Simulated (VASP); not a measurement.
Write the native input for VASP 6.6.1 that does the following.

```
Task                   : single point
Functional             : PBEsol
Potentials or basis    : VASP PAW PBE potentials, release 64 (W_sv, S)
Cutoff                 : 520 eV
k mesh                 : 12 × 12 × 12
Occupations            : gaussian, width 0.05 eV
Spin                   : no spin polarisation
Dipole correction      : no
Further INCAR settings : ALGO = Normal; EDIFF = 1e-06; NBANDS = 20
```

The structure of WS2 lies in POSCAR:

```
WS2
1.0
    1.5790003843      0.9116362969      6.1633300000
   -1.5790003843      0.9116362969      6.1633300000
    0.0000000000     -1.8232725938      6.1633300000
W S
1 2
Direct
    0.0000000000      0.0000000000      0.0000000000
    0.7503000000      0.7503000000      0.7503000000
    0.5390273789      0.5390273789      0.6487202469
```

This cell differs from its parent crystal: atom 3 (S) moved by (-0.200, -0.100) A along y and z.

The input as run:

INCAR

```
SYSTEM = WS2
  ALGO = Normal
  EDIFF = 1E-6
  ENCUT = 520
  GGA = PS
  ISIF = 2
  ISMEAR = 0
  LASPH = .TRUE.
  LCHARG = .FALSE.
  LREAL = .FALSE.
  LWAVE = .FALSE.
  NBANDS = 20
  NELM = 80
  PREC = Accurate
  SIGMA = 0.05
```

KPOINTS

```
k-points
0
G
  12 12 12
  0 0 0
```

Potentials or basis: VASP PAW PBE potentials, release 64 (W_sv, S).

Run with:

```console
$ cat potpaw_PBE.64/W_sv/POTCAR potpaw_PBE.64/S/POTCAR > POTCAR
$ mpirun -np 1 vasp_std > vasp.out
```

Results of the run:

```
Pressure               : -4.2 GPa
Largest force          : 2.221 eV/Å
Band gap on the k mesh : 0.82 eV, indirect (least direct gap 1.63 eV)
```

Caveat: the cell differs from its parent crystal (atom 3 (S) moved by (-0.200, -0.100) A along y and z); the PAW data sets were made with another functional, which shifts forces and pressure a little; spin-orbit coupling is left out, which moves the levels of the heavy elements.

It took 12 min on 1 thread of Intel(R) Xeon(R) 6975P-C (Granite Rapids), on a shared host, peak memory 0.65 GiB.
